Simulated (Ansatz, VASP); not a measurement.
**Li2S in VASP and in Ansatz**

```xyz
3
Lattice="0.0000 2.8445 2.8445 2.8445 0.0000 2.8445 2.8445 2.8445 0.0000" Properties=species:S:1:pos:R:3 pbc="T T T"
Li    1.4223    1.4223    1.4223
Li    4.2668    4.2668    4.2668
S     0.0000    0.0000    0.0000
```

Alike in both runs: task relaxation of cell and atoms; functional LDA; k mesh 8 × 8 × 8; occupations gaussian, width 0.02 eV; no spin polarisation.

|  | VASP | Ansatz |
| --- | --- | --- |
| version | VASP 6.6.1 | Ansatz 0.2.0 |
| potentials or method | VASP PAW LDA potentials, release 64 (Li_sv, S) | scalar-relativistic, plane waves, PAW |
| plane-wave cutoff (eV) | 750 | 420 |
| valence electrons in the cell | 12 | 12 |

Ansatz gave:

- gap on the k mesh at the Fermi level, each at its own relaxed structure (eV): 3.12
- relaxed volume (Å³/atom): 14.38
- relaxed cell length with the largest relative difference (Å): 3.936

Question: Estimate VASP's values.

Answer: gap on the k mesh at the Fermi level, each at its own relaxed structure (eV): 3.12; relaxed volume (Å³/atom): 14.35; relaxed cell length with the largest relative difference (Å): 3.934.

LDA's correlation is that of Perdew and Zunger in VASP and of Perdew and Wang (1992) in Ansatz.
